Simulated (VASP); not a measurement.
# Ta2N (P-31m) in VASP: notebook

Ta2N is run at these levels: PBE; tasks: single point.

All numbers are computed with VASP 6.6.1; they aren't measurements. Logs are shortened: lines on timing, memory, paths and dates and some standing lists are left out, and cuts for length are marked.

### 1 The cell of the first run

Symmetry: P-31m, No. 162, trigonal system. Conventional cell: a = 5.297 Å, b = 5.297 Å, c = 4.939 Å, α = 90.00°, β = 90.00°, γ = 120.00°. Within 2.8 Å of Ta (site symmetry m) lie 3 N at 2.15 to 2.16 Å. Within 2.9 Å of N (site symmetry 32) lie 6 Ta at 2.16 Å. N (site symmetry -3m) has 6 Ta at 2.15 Å within 2.8 Å.

### 2 Single point, PBE, collinear spin, ferromagnetic start

INCAR

```
SYSTEM = Ta2N
PREC     = Accurate       ! precision mode
ENCUT    = 520            ! plane-wave cutoff, eV
EDIFF    = 1E-7           ! SCF threshold, eV
ISMEAR   = 0              ! smearing method
SIGMA    = 0.1            ! smearing width, eV
LREAL    = .FALSE.        ! projectors in reciprocal space
LASPH    = .TRUE.         ! aspherical terms in the spheres
NELM     = 150            ! most SCF steps
ALGO     = Normal         ! electronic algorithm
ISIF     = 2              ! what is computed and relaxed
LWAVE    = .FALSE.        ! write WAVECAR
LCHARG   = .FALSE.        ! write CHGCAR
ISPIN    = 2              ! spin polarisation
MAGMOM   = 1 1 1 1 1 1 0 0 0 ! initial moments
LORBIT   = 11             ! projections on sites
LMAXMIX  = 4              ! l up to which the mixer works
GGA      = PE             ! functional
NBANDS   = 54             ! bands
```

KPOINTS

```
Automatic mesh
0
G
  6 6 4
  0 0 0
```

POSCAR

```
Ta2N
1.0
    5.2965722100      0.0000000000      0.0000000000
   -2.6482861000      4.5869660400      0.0000000000
    0.0000000000      0.0000000000      4.9391827600
Ta N
6 3
Direct
    0.6663616900      0.6663616900      0.7536182400
    0.0000000000      0.3336383400      0.7536182400
    0.3336383400      0.0000000000      0.7536182400
    0.3336383400      0.3336383400      0.2463817400
    0.0000000000      0.6663616900      0.2463817400
    0.6663616900      0.0000000000      0.2463817400
    0.6666666900      0.3333333400      0.5000000000
    0.3333333400      0.6666666900      0.5000000000
    0.0000000000      0.0000000000      0.0000000000
```

Potentials or basis: VASP PAW PBE potentials, release 64 (Ta_pv, N).

On the command line:

```bash
$ cat potpaw_PBE.64/Ta_pv/POTCAR potpaw_PBE.64/N/POTCAR > POTCAR
$ mpirun -np 1 vasp_std > vasp.out
```

OUTCAR:

```text
SYSTEM = Ta2N
   PREC = Accurate
   ENCUT = 520
   EDIFF = 1E-7
   ISMEAR = 0
   LREAL = .FALSE.
   LASPH = .TRUE.
   NELM = 150
   ISIF = 2
   ISPIN = 2
   LORBIT = 11
   GGA = PE

 ion  position               nearest neighbor table
   1  0.666  0.666  0.754-   9 2.15   7 2.16   8 2.16   4 3.00   6 3.01   5 3.01   3 3.06   2 3.06
                             3 3.06   2 3.06   2 3.06   3 3.06   4 3.06   6 3.07   5 3.07
   2  0.000  0.334  0.754-   9 2.15   7 2.16   8 2.16   5 3.00   6 3.01   4 3.01   3 3.06   1 3.06
                             3 3.06   1 3.06   1 3.06   3 3.06   5 3.06   6 3.07   4 3.07
   3  0.334  0.000  0.754-   9 2.15   8 2.16   7 2.16   6 3.00   5 3.01   4 3.01   2 3.06   1 3.06
                             2 3.06   1 3.06   1 3.06   2 3.06   6 3.06   5 3.07   4 3.07
   4  0.334  0.334  0.246-   9 2.15   8 2.16   7 2.16   1 3.00   3 3.01   2 3.01   6 3.06   5 3.06
                             6 3.06   5 3.06   5 3.06   6 3.06   1 3.06   3 3.07   2 3.07
   5  0.000  0.666  0.246-   9 2.15   7 2.16   8 2.16   2 3.00   1 3.01   3 3.01   4 3.06   6 3.06
                             4 3.06   6 3.06   6 3.06   4 3.06   2 3.06   1 3.07   3 3.07
   6  0.666  0.000  0.246-   9 2.15   8 2.16   7 2.16   3 3.00   1 3.01   2 3.01   4 3.06   5 3.06
                             4 3.06   5 3.06   5 3.06   4 3.06   3 3.06   1 3.07   2 3.07
   7  0.667  0.333  0.500-   2 2.16   5 2.16   3 2.16   1 2.16   6 2.16   4 2.16
   8  0.333  0.667  0.500-   3 2.16   6 2.16   2 2.16   1 2.16   5 2.16   4 2.16
   9  0.000  0.000  0.000-   5 2.15   6 2.15   1 2.15   4 2.15   2 2.15   3 2.15

  LATTYP: Found a hexagonal cell.
 ALAT       =     5.2965722100
 C/A-ratio  =     0.9325243883

  Lattice vectors:

 A1 = (   5.2965722100,   0.0000000000,   0.0000000000)
 A2 = (  -2.6482861000,   4.5869660400,   0.0000000000)
 A3 = (   0.0000000000,   0.0000000000,   4.9391827600)

Analysis of symmetry for initial positions (statically):
=====================================================================
 Subroutine PRICEL returns:
 Original cell was already a primitive cell.

 Routine SETGRP: Setting up the symmetry group for a
 hexagonal supercell.

 Subroutine GETGRP returns: Found 12 space group operations
 (whereof 12 operations were pure point group operations)
 out of a pool of 24 trial point group operations.

The static configuration has the point symmetry D_3d.

Analysis of symmetry for dynamics (positions and initial velocities):
=====================================================================
 Subroutine PRICEL returns:
 Original cell was already a primitive cell.

 Routine SETGRP: Setting up the symmetry group for a
 hexagonal supercell.

 Subroutine GETGRP returns: Found 12 space group operations
 (whereof 12 operations were pure point group operations)
 out of a pool of 24 trial point group operations.

The dynamic configuration has the point symmetry D_3d.

Analysis of structural, dynamic, and magnetic symmetry:
=====================================================================
 Subroutine PRICEL returns:
 Original cell was already a primitive cell.

 Routine SETGRP: Setting up the symmetry group for a
 hexagonal supercell.

 Subroutine GETGRP returns: Found 12 space group operations
 (whereof 12 operations were pure point group operations)
 out of a pool of 24 trial point group operations.

The overall configuration has the point symmetry D_3d.

 Subroutine INISYM returns: Found 12 space group operations
 (whereof 12 operations are pure point group operations),
 and found     1 'primitive' translations

----------------------------------------------------------------------------------------

                                     Primitive cell

  volume of cell :     119.9984

  direct lattice vectors                    reciprocal lattice vectors
     5.296572210  0.000000000  0.000000000     0.188801353  0.109004513  0.000000000
    -2.648286100  4.586966040  0.000000000     0.000000000  0.218009026  0.000000000
     0.000000000  0.000000000  4.939182760     0.000000000  0.000000000  0.202462644

  length of vectors
     5.296572210  5.296572167  4.939182760     0.218009025  0.218009026  0.202462644

  position of ions in fractional coordinates (direct lattice)
     0.666361690  0.666361690  0.753618240
     1.000000000  0.333638340  0.753618240
     0.333638340  0.000000000  0.753618240
     0.333638340  0.333638340  0.246381740
     1.000000000  0.666361690  0.246381740
     0.666361690  0.000000000  0.246381740
     0.666666690  0.333333340  0.500000000
     0.333333340  0.666666690  0.500000000
     0.000000000  0.000000000  0.000000000

  ion indices of the primitive-cell ions
   primitive index   ion index
                 1           1
                 2           2
                 3           3
                 4           4
                 5           5
[... 32 lines left out ...]
            Coordinates               Weight
  0.000000  0.000000  0.000000      1.000000
  0.166667  0.000000  0.000000      6.000000
  0.333333  0.000000  0.000000      6.000000
  0.500000  0.000000  0.000000      3.000000
  0.166667  0.166667  0.000000      6.000000
  0.333333  0.166667  0.000000     12.000000
[... 16 lines left out ...]
  0.333333  0.166667  0.500000     12.000000
  0.333333  0.333333  0.500000      2.000000
   k-points           NKPTS =     24   k-points in BZ     NKDIM =     24   number of bands    NBANDS=     54
   number of dos      NEDOS =    301   number of ions     NIONS =      9
   total plane-waves  NPLWV =  64000
   dimension x,y,z NGX =    40 NGY =   40 NGZ =   40
   dimension x,y,z NGXF=    80 NGYF=   80 NGZF=   80
   ions per type =               6   3
   NGX,Y,Z   is equivalent  to a cutoff of  12.55, 12.55, 13.46 a.u.
   NGXF,Y,Z  is equivalent  to a cutoff of  25.11, 25.11, 26.93 a.u.
 SYSTEM =  Ta2N
   PREC   = accura    normal or accurate (medium, high low for compatibility)
   ISTART =      0    job   : 0-new  1-cont  2-samecut
   ICHARG =      2    charge: 1-file 2-atom 10-const
   ISPIN  =      2    spin polarized calculation?
   LNONCOLLINEAR =      F non collinear calculations
   LSORBIT =      F    spin-orbit coupling
   LASPH  =      T    aspherical Exc in radial PAW
   ENCUT  =  520.0 eV  38.22 Ry    6.18 a.u.   9.85  9.85  9.18*2*pi/ulx,y,z
   NELM   =    150;   NELMIN=  2; NELMDL= -5     # of ELM steps
   EDIFF  = 0.1E-06   stopping-criterion for ELM
   LREAL  =      F    real-space projection
   EDIFFG = 0.1E-05   stopping-criterion for IOM
   NSW    =      0    number of steps for IOM
   IBRION =     -1    ionic relax: 0-MD 1-quasi-New 2-CG
   NFREE  =      0    steps in history (QN), initial steepest desc. (CG)
   ISIF   =      2    stress and relaxation
   ISYM   =      2    0-nonsym 1-usesym 2-fastsym
   POTIM  = 0.5000    time-step for ionic-motion
   TEBEG  =    0.0;   TEEND  =   0.0 temperature during run
   PSTRESS=    0.0 pullay stress
   NELECT =      81.0000    total number of electrons
   NUPDOWN=      -1.0000    fix difference up-down
   EMIN   =  10.00;   EMAX   =-10.00  energy-range for DOS
   EFERMI =   0.00;   METHOD = LEGACY
   ISMEAR =     0;   SIGMA  =   0.10  broadening in eV -4-tet -1-fermi 0-gaus
   EFERMI_NEDOS =   21; number of points for ismear=-14 and -15
   IALGO  =     38    algorithm
   IMIX   =      4    mixing-type and parameters
     AMIX     =   0.40;   BMIX     =  1.00
     AMIX_MAG =   1.60;   BMIX_MAG =  1.00
  volume/ion in A,a.u.               =      13.33        89.98
  Fermi-wavevector in a.u.,A,eV,Ry     =   1.436078  2.713794 28.059563  2.062320
  Thomas-Fermi vector in A             =   2.555306
   LORBIT       =     11    0 simple, 1 ext, 2 COOP (PROOUT), +10 PAW based schemes
   GGA     = PE    functional components
   LHFCALC =     F    Hartree Fock is set to
   AEXX    =    0.0000 exact exchange contribution
   IVDW    =     0    specifies the selected vdW correction
   LEPSILON=     F    determine dielectric tensor
   LRPA    =     F    only Hartree local field effects (RPA)
 spin polarized calculation
 Gauss-broadening in eV      SIGMA  =   0.10
  energy-cutoff  :      520.00
  volume of cell :      120.00
 maximum number of plane-waves:      3258
   NGX = 19   NGY = 19   NGZ = 19

 number of electron      81.0000001 magnetization      -0.0000687

 number of electron      81.0000001 magnetization       0.0000485

 Free energy of the ion-electron system (eV)
  ---------------------------------------------------
  ext. energy  EPLUGINS =         0.00000000
  ---------------------------------------------------
  free energy    TOTEN  =      -104.19016325 eV

  energy without entropy =     -104.17891338  energy(sigma->0) =     -104.18453831

 E-fermi :   7.4469     XC(G=0): -12.9556

 val. band max:        7.4364452067   @ k =   0.1667   0.1667   0.0000
 cond. band min:       7.4665497027   @ k =   0.1667   0.0000   0.5000
 fundamental gap:      0.0301044960
 Fermi energy:         7.4469222416

 spin component 1

 k-point     1 :       0.0000    0.0000    0.0000
  band No.  band energies     occupation
      1     -28.2521      1.00000
      2     -27.8759      1.00000
      3     -27.7198      1.00000
      4     -27.7198      1.00000
      5     -27.6940      1.00000
      6     -27.6940      1.00000
[... 1309 lines left out ...]
     51      10.9005      0.00000
     52      10.9005      0.00000
 Fermi energy:         7.4469222416

 spin component 2

 k-point     1 :       0.0000    0.0000    0.0000
  band No.  band energies     occupation
      1     -28.2521      1.00000
      2     -27.8758      1.00000
      3     -27.7198      1.00000
      4     -27.7198      1.00000
      5     -27.6939      1.00000
      6     -27.6939      1.00000
[... 1309 lines left out ...]
     51      10.9005      0.00000
     52      10.9005      0.00000
 [bands above 52 left out]

------------------------ aborting loop because EDIFF is reached ----------------------------------------

  FORCE on cell =-STRESS in cart. coord.  units (eV):
  Direction    XX          YY          ZZ          XY          YZ          ZX
  --------------------------------------------------------------------------------------
  -------------------------------------------------------------------------------------
  Total        2.5505055      2.5505054      2.2599270      0.0000000      0.0000000      0.0000000
  in kB       34.0534659     34.0534652     30.1737631      0.0000000      0.0000000      0.0000000
  external PRESSURE =      32.7602314 kB  Pullay stress =       0.0000000 kB

 VOLUME and BASIS-vectors are now :
 -----------------------------------------------------------------------------
  energy-cutoff  :      520.00
  volume of cell :      120.00
      direct lattice vectors                 reciprocal lattice vectors
     5.296572210  0.000000000  0.000000000     0.188801353  0.109004513  0.000000000
    -2.648286100  4.586966040  0.000000000     0.000000000  0.218009026  0.000000000
     0.000000000  0.000000000  4.939182760     0.000000000  0.000000000  0.202462644

 POSITION                                       TOTAL-FORCE (eV/Angst)
 -----------------------------------------------------------------------------------
      1.76472      3.05658      3.72226         0.018121      0.031386     -0.010723
     -0.88357      1.53039      3.72226         0.018121     -0.031386     -0.010723
      1.76714      0.00000      3.72226        -0.036241     -0.000000     -0.010723
      0.88357      1.53039      1.21692        -0.018121     -0.031386      0.010723
     -1.76472      3.05658      1.21692        -0.018121      0.031386      0.010723
      3.52943      0.00000      1.21692         0.036241      0.000000      0.010723
      2.64829      1.52899      2.46959         0.000000      0.000000      0.000000
     -0.00000      3.05798      2.46959        -0.000000     -0.000000      0.000000
      0.00000      0.00000      0.00000        -0.000000      0.000000      0.000000
 -----------------------------------------------------------------------------------
    total drift:                               -0.000084     -0.000146      0.000047

  FREE ENERGIE OF THE ION-ELECTRON SYSTEM (eV)
  ---------------------------------------------------
  free  energy   TOTEN  =      -104.1901632458 eV

  energy  without entropy=     -104.1789133794  energy(sigma->0) =     -104.18453831

 total charge

# of ion       s       p       d       tot
------------------------------------------
    1        0.314   6.224   2.386   8.924
    2        0.314   6.224   2.386   8.924
    3        0.314   6.224   2.386   8.924
    4        0.314   6.224   2.386   8.924
    5        0.314   6.224   2.386   8.924
    6        0.314   6.224   2.386   8.924
    7        1.243   2.538   0.000   3.781
    8        1.243   2.538   0.000   3.781
    9        1.239   2.567   0.000   3.807
--------------------------------------------------
tot          5.610  44.987  14.315  64.912

 magnetization (x)

# of ion       s       p       d       tot
------------------------------------------
    1        0.000   0.000  -0.000  -0.000
    2        0.000   0.000  -0.000  -0.000
    3        0.000   0.000  -0.000  -0.000
    4        0.000   0.000  -0.000  -0.000
    5        0.000   0.000  -0.000  -0.000
    6        0.000   0.000  -0.000  -0.000
    7       -0.000   0.000   0.000  -0.000
    8       -0.000   0.000   0.000  -0.000
    9       -0.000   0.000   0.000   0.000
--------------------------------------------------
tot         -0.000   0.000  -0.000  -0.000
```

Run time: 4.4 min. Hardware: 1 thread of AMD EPYC 7R13 (Zen 3), shared host; peak memory 0.38 GiB.

What came out:

```yaml
Free_energy: -104.1902 eV
Pressure: 3.3 GPa
Largest_force: 0.038 eV/Å
Net_moment: 0.00 μB per cell
Valence_electrons_inside_the_program's_atomic_spheres: Ta 8.92; N 3.78, 3.81
```

Forces on the atoms (eV/Å):
```
Ta   0.018  0.031 -0.011
Ta   0.018 -0.031 -0.011
Ta  -0.036  0.000 -0.011
Ta  -0.018 -0.031  0.011
Ta  -0.018  0.031  0.011
Ta   0.036  0.000  0.011
N    0.000  0.000  0.000
N    0.000  0.000  0.000
N    0.000  0.000  0.000
```

Caveat: spin-orbit coupling is left out, which moves the levels of the heavy elements.

### 3 Single point, PBE

INCAR

```
SYSTEM = Ta2N
  PREC = Accurate
  ENCUT = 520
  EDIFF = 1E-7
  ISMEAR = 0
  SIGMA = 0.1
  LREAL = .FALSE.
  LASPH = .TRUE.
  NELM = 100
  ALGO = Normal
  ISIF = 2
  LWAVE = .FALSE.
  LCHARG = .FALSE.
  GGA = PE
  NBANDS = 50
```

KPOINTS is that of step 2.

POSCAR is that of step 2.

Potentials or basis: VASP PAW PBE potentials, release 64 (Ta_pv, N).

On the command line:

```bash
$ cat potpaw_PBE.64/Ta_pv/POTCAR potpaw_PBE.64/N/POTCAR > POTCAR
$ mpirun -np 1 vasp_std > vasp.out
```

Wall time 1.9 min (1 thread of AMD EPYC 7R13 (Zen 3), shared host); peak memory 0.27 GiB.

Results (log left out):

| Item | Value |
| --- | --- |
| Free energy | -104.1902 eV |
| Pressure | 3.3 GPa |
| Largest force | 0.038 eV/Å |

Forces on the atoms (eV/Å):
```
Ta   0.018  0.031 -0.011
Ta   0.018 -0.031 -0.011
Ta  -0.036  0.000 -0.011
Ta  -0.018 -0.031  0.011
Ta  -0.018  0.031  0.011
Ta   0.036  0.000  0.011
N    0.000  0.000  0.000
N    0.000  0.000  0.000
N    0.000  0.000  0.000
```

Stress tensor (GPa, compression positive):
```
3.41 0.00 0.00
0.00 3.41 0.00
0.00 0.00 3.02
```

Levels at points of the mesh, in eV from the Fermi level:
```
           k point  band 39  band 40  band 41  band 42  band 43  band 44
(0.00, 0.00, 0.00)    -0.45    -0.45    -0.33    -0.06    -0.06     0.75
(0.50, 0.00, 0.00)    -1.37     0.41     0.62     0.99     1.03     1.84
(0.00, 0.00, 0.50)    -1.35    -1.35    -0.89     0.68     0.68     0.90
(0.50, 0.00, 0.50)    -1.17    -0.72    -0.07     0.19     0.20     0.66
```

Caveat: spin-orbit coupling is left out, which moves the levels of the heavy elements.
